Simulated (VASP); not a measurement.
Crystal: Co.

```xyz
4
Lattice="2.5074 0.0000 0.0000 0.0000 4.3429 0.0000 1.2537 2.1715 4.0699" Properties=species:S:1:pos:R:3 pbc="T T T"
Co    2.5074    1.4476    1.0175
Co    1.2537    3.6191    1.0175
Co    1.2537    5.0668    3.0524
Co    2.5074    2.8953    3.0524
```

Base run:

- Program: VASP 6.6.1
- Functional: PBE
- Potentials or basis: VASP PAW PBE potentials, release 64 (Co)
- Cutoff: 520 eV
- k mesh: 12 × 12 × 12
- Occupations: fermi-dirac, width 0.08 eV
- Spin: collinear spin, ferrimagnetic start
- Starting moments: [1.7, 1.7, 1.7, -1.7] μB

Its results: pressure -4.5 GPa.

Q: The run is repeated on the same cell with these changes: spin from collinear spin, ferrimagnetic start to no spin polarisation; further incar settings from ALGO = Normal; EDIFF = 1e-06; NBANDS = 30 to ALGO = Normal; EDIFF = 1e-06; NBANDS = 26. What comes out?

A: Pressure -14.9 GPa.

Caveats: the cell stands under tension.
